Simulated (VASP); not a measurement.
Input of a VASP 6.6.1 run:

INCAR

```
PREC     = Accurate       # precision mode
ENCUT    = 520            # plane-wave cutoff, eV
EDIFF    = 1E-7           # SCF threshold, eV
ISMEAR   = 0              # smearing method
SIGMA    = 0.05           # smearing width, eV
LREAL    = False          # projectors in reciprocal space
LASPH    = True           # aspherical terms in the spheres
NELM     = 80             # most SCF steps
ALGO     = Normal         # electronic algorithm
ISIF     = 2              # what is computed and relaxed
LWAVE    = False          # write WAVECAR
LCHARG   = False          # write CHGCAR
GGA      = PE             # functional
NBANDS   = 15             # bands
```

File KPOINTS:

```
Automatic mesh
0
Gamma
  8 8 8
```

The input POSCAR:

```
KF
1.0
    3.2589550000      0.0000000000      0.0000000000
    0.0000000000      3.2589550000      0.0000000000
    0.0000000000      0.0000000000      3.2589550000
K F
1 1
Direct
    0.0000000000      0.0000000000      0.0000000000
    0.5081365052      0.4918634948      0.5000000000
```

Potentials or basis: VASP PAW PBE potentials, release 64 (K_sv, F).

Run with:

```bash
$ cat potpaw_PBE.64/K_sv/POTCAR potpaw_PBE.64/F/POTCAR > POTCAR
$ mpirun -np 1 vasp_std > vasp.out
```

(1) Estimate the pressure.

(2) What does it give for the band gap on the k mesh?

## Answers

(1) 0.0 GPa.

(2) 6.26 eV (least direct gap 6.31 eV).

Caveat: the cell differs from its parent crystal (all F atoms moved +0.037 Å, as atom 2 along Cartesian [1 -1 0]).
